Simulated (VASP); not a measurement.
# N (P4_2/mnm) in VASP: further runs

The runs below take N through single point, with r2SCAN-based global hybrid with 15 % exact exchange, r2SCAN-based global hybrid with 25 % exact exchange, PBE-based screened hybrid with 25 % exact exchange.

All numbers are computed with VASP 6.6.1; they aren't measurements. Logs are shortened: lines on timing, memory, paths and dates and some standing lists are left out, and cuts for length are marked.

## Step 1: The cell of the first run

The structure is tetragonal, space group P4_2/mnm (No. 136). Conventional cell: a = 4.084 Å, b = 4.084 Å, c = 5.346 Å, α = 90.00°, β = 90.00°, γ = 90.00°. N (site symmetry m2m) has 1 N at 1.11 Å within 1.5 Å.

## Step 2: Single point, r2SCAN-based global hybrid with 15 % exact exchange

File POSCAR:

```
N
1.0
    4.0840619700      0.0000000000      0.0000000000
    0.0000000000      4.0840619700      0.0000000000
    0.0000000000      0.0000000000      5.3459132500
N
4
Direct
    0.4042752000      0.5957248000      0.5000000000
    0.0957248000      0.0957248000      0.0000000000
    0.5957248000      0.4042752000      0.5000000000
    0.9042752000      0.9042752000      0.0000000000
```

File INCAR.step1:

```
SYSTEM = N
ALGO = Normal
EDIFF = 1E-5
ENCUT = 520
GGA = PE
ISIF = 2
ISMEAR = -1
LASPH = .TRUE.
LCHARG = .FALSE.
LREAL = .FALSE.
LWAVE = .TRUE.
NBANDS = 18
NELM = 100
PREC = Accurate
SIGMA = 0.05
```

File INCAR.step2:

```
SYSTEM = N
AEXX = 0.15
ALGO = Normal
EDIFF = 1E-7
ENCUT = 520
ISIF = 2
ISMEAR = -1
ISTART = 1
LASPH = .TRUE.
LCHARG = .FALSE.
LHFCALC = .TRUE.
LMIXTAU = .TRUE.
LREAL = .FALSE.
LWAVE = .FALSE.
METAGGA = R2SCAN
NBANDS = 18
NELM = 100
PREC = Accurate
PRECFOCK = Normal
SIGMA = 0.05
```

File KPOINTS:

```
k-points
0
G
  4 4 3
  0 0 0
```

Potentials or basis: VASP PAW PBE potentials, release 64 (N).

Launch:

```sh
cat potpaw_PBE.64/N/POTCAR > POTCAR
cp INCAR.step1 INCAR
mpirun -np 1 vasp_std > vasp.out
cp INCAR.step2 INCAR
mpirun -np 1 vasp_std > vasp.out
```

OUTCAR:

```text
SYSTEM = N
   AEXX = 0.15
   EDIFF = 1E-7
   ENCUT = 520
   ISIF = 2
   ISMEAR = -1
   ISTART = 1
   LASPH = .TRUE.
   LHFCALC = .TRUE.
   LREAL = .FALSE.
   METAGGA = R2SCAN
   NELM = 100
   PREC = Accurate
   PRECFOCK = Normal

 ion  position               nearest neighbor table
   1  0.404  0.596  0.500-   3 1.11
   2  0.096  0.096  0.000-   4 1.11
   3  0.596  0.404  0.500-   1 1.11
   4  0.904  0.904  0.000-   2 1.11

  LATTYP: Found a simple tetragonal cell.
 ALAT       =     4.0840619700
 C/A-ratio  =     1.3089696702

  Lattice vectors:

 A1 = (   4.0840619700,   0.0000000000,   0.0000000000)
 A2 = (   0.0000000000,   4.0840619700,   0.0000000000)
 A3 = (   0.0000000000,   0.0000000000,   5.3459132500)

Analysis of symmetry for initial positions (statically):
=====================================================================
 Subroutine PRICEL returns:
 Original cell was already a primitive cell.

 Routine SETGRP: Setting up the symmetry group for a
 simple tetragonal supercell.

 Subroutine GETGRP returns: Found 16 space group operations
 (whereof  8 operations were pure point group operations)
 out of a pool of 16 trial point group operations.

The static configuration has the point symmetry D_2h.
 The point group associated with its full space group is D_4h.

Analysis of symmetry for dynamics (positions and initial velocities):
=====================================================================
 Subroutine PRICEL returns:
 Original cell was already a primitive cell.

 Routine SETGRP: Setting up the symmetry group for a
 simple tetragonal supercell.

 Subroutine GETGRP returns: Found 16 space group operations
 (whereof  8 operations were pure point group operations)
 out of a pool of 16 trial point group operations.

The dynamic configuration has the point symmetry D_2h.
 The point group associated with its full space group is D_4h.

 Subroutine INISYM returns: Found 16 space group operations
 (whereof  8 operations are pure point group operations),
 and found     1 'primitive' translations

----------------------------------------------------------------------------------------

                                     Primitive cell

  volume of cell :      89.1675

  direct lattice vectors                    reciprocal lattice vectors
     4.084061970  0.000000000  0.000000000     0.244854267  0.000000000  0.000000000
     0.000000000  4.084061970  0.000000000     0.000000000  0.244854267  0.000000000
     0.000000000  0.000000000  5.345913250     0.000000000  0.000000000  0.187058778

  length of vectors
     4.084061970  4.084061970  5.345913250     0.244854267  0.244854267  0.187058778

  position of ions in fractional coordinates (direct lattice)
     0.404275200  0.595724800  0.500000000
     0.095724800  0.095724800  0.000000000
     0.595724800  0.404275200  0.500000000
     0.904275200  0.904275200  0.000000000

  ion indices of the primitive-cell ions
   primitive index   ion index
                 1           1
                 2           2
                 3           3
                 4           4

----------------------------------------------------------------------------------------

 KPOINTS: k-points

Automatic generation of k-mesh.
 Grid dimensions read from file:
 generate k-points for:    4    4    3

 Generating k-lattice:

  Cartesian coordinates                     Fractional coordinates (reciprocal lattice)
     0.061213567  0.000000000  0.000000000     0.250000000  0.000000000  0.000000000
     0.000000000  0.061213567  0.000000000     0.000000000  0.250000000  0.000000000
     0.000000000  0.000000000  0.062352926     0.000000000  0.000000000  0.333333333

  Length of vectors
     0.061213567  0.061213567  0.062352926

  Shift w.r.t. Gamma in fractional coordinates (k-lattice)
     0.000000000  0.000000000  0.000000000

 Subroutine IBZKPT returns following result:
 ===========================================

 Found     12 irreducible k-points:

 Following reciprocal coordinates:
            Coordinates               Weight
  0.000000  0.000000  0.000000      1.000000
  0.250000  0.000000  0.000000      4.000000
  0.500000  0.000000  0.000000      2.000000
  0.250000  0.250000  0.000000      4.000000
  0.500000  0.250000  0.000000      4.000000
  0.500000  0.500000  0.000000      1.000000
  0.000000  0.000000  0.333333      2.000000
  0.250000  0.000000  0.333333      8.000000
  0.500000  0.000000  0.333333      4.000000
  0.250000  0.250000  0.333333      8.000000
  0.500000  0.250000  0.333333      8.000000
  0.500000  0.500000  0.333333      2.000000
   k-points           NKPTS =     12   k-points in BZ     NKDIM =     48   number of bands    NBANDS=     18
   number of dos      NEDOS =    301   number of ions     NIONS =      4
   total plane-waves  NPLWV =  36000
   dimension x,y,z NGX =    30 NGY =   30 NGZ =   40
   dimension x,y,z NGXF=    60 NGYF=   60 NGZF=   80
   ions per type =               4
   NGX,Y,Z   is equivalent  to a cutoff of  12.21, 12.21, 12.44 a.u.
   NGXF,Y,Z  is equivalent  to a cutoff of  24.42, 24.42, 24.88 a.u.
 SYSTEM =  N
   PREC   = accura    normal or accurate (medium, high low for compatibility)
   ISTART =      1    job   : 0-new  1-cont  2-samecut
   ICHARG =      0    charge: 1-file 2-atom 10-const
   ISPIN  =      1    spin polarized calculation?
   LNONCOLLINEAR =      F non collinear calculations
   LSORBIT =      F    spin-orbit coupling
   LASPH  =      T    aspherical Exc in radial PAW
   ENCUT  =  520.0 eV  38.22 Ry    6.18 a.u.   7.59  7.59  9.94*2*pi/ulx,y,z
   NELM   =    100;   NELMIN=  2; NELMDL=  0     # of ELM steps
   EDIFF  = 0.1E-06   stopping-criterion for ELM
   LREAL  =      F    real-space projection
   EDIFFG = 0.1E-05   stopping-criterion for IOM
   NSW    =      0    number of steps for IOM
   IBRION =     -1    ionic relax: 0-MD 1-quasi-New 2-CG
   NFREE  =      0    steps in history (QN), initial steepest desc. (CG)
   ISIF   =      2    stress and relaxation
   ISYM   =      3    0-nonsym 1-usesym 2-fastsym
   POTIM  = 0.5000    time-step for ionic-motion
   TEBEG  =    0.0;   TEEND  =   0.0 temperature during run
   PSTRESS=    0.0 pullay stress
   NELECT =      20.0000    total number of electrons
   NUPDOWN=      -1.0000    fix difference up-down
   EMIN   =  10.00;   EMAX   =-10.00  energy-range for DOS
   EFERMI =   0.00;   METHOD = LEGACY
   ISMEAR =    -1;   SIGMA  =   0.05  broadening in eV -4-tet -1-fermi 0-gaus
   EFERMI_NEDOS =   21; number of points for ismear=-14 and -15
   IALGO  =     38    algorithm
   IMIX   =      1    mixing-type and parameters
     AMIX     =   0.40;   BMIX     =  1.00
     AMIX_MAG =   1.60;   BMIX_MAG =  1.00
  volume/ion in A,a.u.               =      22.29       150.43
  Fermi-wavevector in a.u.,A,eV,Ry     =   0.994678  1.879669 13.461399  0.989385
  Thomas-Fermi vector in A             =   2.126646
   LORBIT       =      0    0 simple, 1 ext, 2 COOP (PROOUT), +10 PAW based schemes
   METAGGA = R2SCAN    functional components
   LHFCALC =     T    Hartree Fock is set to
   PRECFOCK=normal    Normal, Fast or Accurate (Low or Medium for compatibility)
   ENCUT4O =  -1.0   cutoff for four orbital integrals eV
   NKREDX  =     1    reduce k-point grid by
   NKREDY  =     1    reduce k-point grid by
   NKREDZ  =     1    reduce k-point grid by
   AEXX    =    0.1500 exact exchange contribution
   HFSCREEN=    0.0000 screening length (either q_TF or 0.3 A-1)
   HFSCREENC=   0.0000 screening length for correlation (either q_TF or 0.3 A-1)
   ENCUTFOCK=  -1.0 apply spherical cutoff to Coloumb kernel
   IVDW    =     0    specifies the selected vdW correction
   LEPSILON=     F    determine dielectric tensor
   LRPA    =     F    only Hartree local field effects (RPA)
 non-spin polarized calculation
  energy-cutoff  :      520.00
  volume of cell :       89.17
 maximum number of plane-waves:      2419
  NGX = 24; NGY = 24; NGZ = 30

 number of electron      20.0000001 magnetization

 Free energy of the ion-electron system (eV)
  ---------------------------------------------------
  ext. energy  EPLUGINS =         0.00000000
  ---------------------------------------------------
  free energy    TOTEN  =       -42.06529161 eV

  energy without entropy =      -42.06529161  energy(sigma->0) =      -42.06529161

 E-fermi :  -6.8491     XC(G=0):  -5.8124

 val. band max:       -8.0205203483   @ k =   0.5000   0.5000   0.3333
 cond. band min:       1.2451373097   @ k =   0.0000   0.0000   0.0000
 fundamental gap:      9.2656576580
 Fermi energy:        -6.8491129837

 k-point     1 :       0.0000    0.0000    0.0000
  band No.  band energies     occupation
      1     -27.8895      2.00000
      2     -27.8226      2.00000
      3     -11.7782      2.00000
      4     -11.7782      2.00000
      5      -9.7386      2.00000
      6      -9.1298      2.00000
[... 10 lines left out ...]
     17       8.6667      0.00000
     18      12.5358      0.00000

 k-point     2 :       0.2500    0.0000    0.0000
  band No.  band energies     occupation
      1     -27.8731      2.00000
      2     -27.8256      2.00000
      3     -11.9012      2.00000
      4     -11.8986      2.00000
      5      -9.6180      2.00000
      6      -9.3845      2.00000
[... 10 lines left out ...]
     17       9.0599      0.00000
     18      10.8216      0.00000

 k-point     3 :       0.5000    0.0000    0.0000
  band No.  band energies     occupation
      1     -27.8427      2.00000
      2     -27.8427      2.00000
      3     -12.0188      2.00000
      4     -12.0188      2.00000
      5      -9.3701      2.00000
      6      -9.3701      2.00000
[... 160 lines left out ...]
 k-point    11 :       0.5000    0.2500    0.3333
  band No.  band energies     occupation
      1     -27.8361      2.00000
      2     -27.8361      2.00000
      3     -12.0972      2.00000
      4     -12.0972      2.00000
      5      -9.5490      2.00000
      6      -9.5490      2.00000
[... 10 lines left out ...]
     17       9.6306      0.00000
     18       9.6306      0.00000

 k-point    12 :       0.5000    0.5000    0.3333
  band No.  band energies     occupation
      1     -27.8296      2.00000
      2     -27.8296      2.00000
      3     -12.1697      2.00000
      4     -12.1697      2.00000
      5      -9.5458      2.00000
      6      -9.5458      2.00000
[... 10 lines left out ...]
     17       8.9550      0.00000
     18       8.9550      0.00000

------------------------ aborting loop because EDIFF is reached ----------------------------------------

  FORCE on cell =-STRESS in cart. coord.  units (eV):
  Direction    XX          YY          ZZ          XY          YZ          ZX
  --------------------------------------------------------------------------------------
  -------------------------------------------------------------------------------------
  Total       -0.8887440     -0.8887440     -0.1262100      0.0000000      0.0000000      0.0000000
  in kB      -15.9691101    -15.9691101     -2.2677639      0.0000000      0.0000000      0.0000000
  external PRESSURE =     -11.4019947 kB  Pullay stress =       0.0000000 kB

 VOLUME and BASIS-vectors are now :
 -----------------------------------------------------------------------------
  energy-cutoff  :      520.00
  volume of cell :       89.17
      direct lattice vectors                 reciprocal lattice vectors
     4.084061970  0.000000000  0.000000000     0.244854267  0.000000000  0.000000000
     0.000000000  4.084061970  0.000000000     0.000000000  0.244854267  0.000000000
     0.000000000  0.000000000  5.345913250     0.000000000  0.000000000  0.187058778

 POSITION                                       TOTAL-FORCE (eV/Angst)
 -----------------------------------------------------------------------------------
      1.65108      2.43298      2.67296         0.485601     -0.485601     -0.000000
      0.39095      0.39095      0.00000        -0.485601     -0.485601     -0.000000
      2.43298      1.65108      2.67296        -0.485601      0.485601      0.000000
      3.69312      3.69312      0.00000         0.485601      0.485601      0.000000
 -----------------------------------------------------------------------------------
    total drift:                                0.000006      0.000002     -0.000000

  FREE ENERGIE OF THE ION-ELECTRON SYSTEM (eV)
  ---------------------------------------------------
  free  energy   TOTEN  =       -42.0652916051 eV

  energy  without entropy=      -42.0652916051  energy(sigma->0) =      -42.06529161
```

Wall time 12 min (1 thread of Intel Xeon Platinum 8259CL at 2.50GHz (Skylake/Cascade Lake), shared host); peak memory 0.21 GiB.

What came out:

```
Free energy            : -42.0653 eV
Pressure               : -1.1 GPa
Largest force          : 0.687 eV/Å
Band gap on the k mesh : 9.27 eV (least direct gap 9.47 eV)
```

Forces on the atoms (eV/Å):
```
N    0.486 -0.486  0.000
N   -0.486 -0.486  0.000
N   -0.486  0.486  0.000
N    0.486  0.486  0.000
```

Caveat: the standard files for N, O and F lose accuracy on very short bonds; the PAW data sets were made with another functional, which shifts forces and pressure a little.

## Step 3: Single point, r2SCAN-based global hybrid with 25 % exact exchange

POSCAR is that of step 2.

File INCAR.step1:

```
ALGO     = Normal         # electronic algorithm
EDIFF    = 1E-5           # SCF threshold, eV
ENCUT    = 520            # plane-wave cutoff, eV
GGA      = PE             # functional
ISIF     = 2              # what is computed and relaxed
ISMEAR   = -1             # smearing method
LASPH    = True           # aspherical terms in the spheres
LCHARG   = False          # write CHGCAR
LREAL    = False          # projectors in reciprocal space
LWAVE    = True           # write WAVECAR
NBANDS   = 18             # bands
NELM     = 100            # most SCF steps
PREC     = Accurate       # precision mode
SIGMA    = 0.05           # smearing width, eV
```

File INCAR.step2:

```
AEXX     = 0.25           # exact-exchange fraction
ALGO     = Normal         # electronic algorithm
EDIFF    = 1E-7           # SCF threshold, eV
ENCUT    = 520            # plane-wave cutoff, eV
ISIF     = 2              # what is computed and relaxed
ISMEAR   = -1             # smearing method
ISTART   = 1            
LASPH    = True           # aspherical terms in the spheres
LCHARG   = False          # write CHGCAR
LHFCALC  = True           # exact exchange
LMIXTAU  = True         
LREAL    = False          # projectors in reciprocal space
LWAVE    = False          # write WAVECAR
METAGGA  = R2SCAN         # meta-GGA
NBANDS   = 18             # bands
NELM     = 100            # most SCF steps
PREC     = Accurate       # precision mode
PRECFOCK = Normal       
SIGMA    = 0.05           # smearing width, eV
```

File KPOINTS:

```
k-points
0
Gamma
  4 4 3
```

Potentials or basis: VASP PAW PBE potentials, release 64 (N).

Launch:

```sh
cat potpaw_PBE.64/N/POTCAR > POTCAR
cp INCAR.step1 INCAR
mpirun -np 1 vasp_std > vasp.out
cp INCAR.step2 INCAR
mpirun -np 1 vasp_std > vasp.out
```

Run time: 12 min. Hardware: 1 thread of Intel Xeon Platinum 8259CL at 2.50GHz (Skylake/Cascade Lake), shared host; peak memory 0.21 GiB.

It converged, with:

```yaml
Free_energy: -45.7918 eV
Pressure: -1.9 GPa
Largest_force: 1.241 eV/Å
Band_gap_on_the_k_mesh: 10.39 eV (least direct gap 10.61 eV)
```

Forces in eV/Å, atoms in the order of the input:
```
N    0.877 -0.877  0.000
N   -0.877 -0.877  0.000
N   -0.877  0.877  0.000
N    0.877  0.877  0.000
```

Stress tensor (GPa, compression positive):
```
-2.71  0.00  0.00
 0.00 -2.71  0.00
 0.00  0.00 -0.23
```

Levels at points of the mesh, in eV from the valence-band top:
| k point | band 6 | band 7 | band 8 | band 9 | band 10 | band 11 | band 12 | band 13 | band 14 | band 15 |
| --- | --- | --- | --- | --- | --- | --- | --- | --- | --- | --- |
| (0.00, 0.00, 0.00) | -1.01 | -0.97 | -0.97 | -0.86 | -0.21 | 10.39 | 11.48 | 11.91 | 11.91 | 14.38 |
| (0.50, 0.00, 0.00) | -1.23 | -1.19 | -1.19 | -0.21 | -0.21 | 11.63 | 11.63 | 11.65 | 11.65 | 15.38 |
| (0.50, 0.50, 0.00) | -1.37 | -1.14 | -1.14 | -0.04 | -0.04 | 11.34 | 11.34 | 12.60 | 12.60 | 15.57 |

Caveat: the standard files for N, O and F lose accuracy on very short bonds; the PAW data sets were made with another functional, which shifts forces and pressure a little. A k mesh can miss the band edges.

## Step 4: Single point, PBE-based screened hybrid with 25 % exact exchange

POSCAR is that of step 3.

File INCAR.step1:

```
PREC = Accurate
ENCUT = 520
EDIFF = 1E-5
ISMEAR = -1
SIGMA = 0.05
LREAL = F
LASPH = T
NELM = 80
ALGO = Normal
ISIF = 2
LWAVE = T
LCHARG = F
GGA = PE
NBANDS = 18
```

File INCAR.step2:

```
PREC = Accurate
ENCUT = 520
EDIFF = 1E-6
ISMEAR = -1
SIGMA = 0.05
LREAL = F
LASPH = T
NELM = 80
ALGO = Normal
ISIF = 2
LWAVE = F
LCHARG = F
GGA = PE
LHFCALC = T
AEXX = 0.25
HFSCREEN = 0.4
PRECFOCK = Normal
ISTART = 1
NBANDS = 18
```

File KPOINTS:

```
Automatic mesh
0
Gamma
  4 4 3
```

Launch:

```sh
cat potpaw_PBE.64/N/POTCAR > POTCAR
cp INCAR.step1 INCAR
mpirun -np 1 vasp_std > vasp.out
cp INCAR.step2 INCAR
mpirun -np 1 vasp_std > vasp.out
```

Run time: 6.9 min. Hardware: 1 thread of Intel Xeon Platinum 8259CL at 2.50GHz (Skylake/Cascade Lake), shared host; peak memory 0.29 GiB.

The run converged. Its results:

```yaml
Free_energy: -38.9671 eV
Pressure: -0.4 GPa
Largest_force: 0.492 eV/Å
Band_gap_on_the_k_mesh: 8.56 eV (least direct gap 8.76 eV)
```

Forces in eV/Å, atoms in the order of the input:
```
N    0.348 -0.348  0.000
N   -0.348 -0.348  0.000
N   -0.348  0.348  0.000
N    0.348  0.348  0.000
```

Stress tensor (GPa, compression positive):
```
-0.78  0.00  0.00
 0.00 -0.78  0.00
 0.00  0.00  0.24
```

Levels at points of the mesh, in eV from the valence-band top:
```
           k point  band 8  band 9  band 10  band 11  band 12  band 13
(0.00, 0.00, 0.00)   -0.99   -0.97    -0.20     8.56     9.58    10.00
(0.50, 0.00, 0.00)   -1.29   -0.22    -0.22     9.73     9.73     9.75
(0.50, 0.50, 0.00)   -1.23   -0.03    -0.03     9.47     9.47    10.65
```

Caveat: the standard files for N, O and F lose accuracy on very short bonds; this functional lacks dispersion, which holds the molecules together, so the pressure and a relaxed volume are unreliable; the PAW data sets were made with another functional, which shifts forces and pressure a little. A k mesh can miss the band edges.

(Part 1 of 2 ends here.)
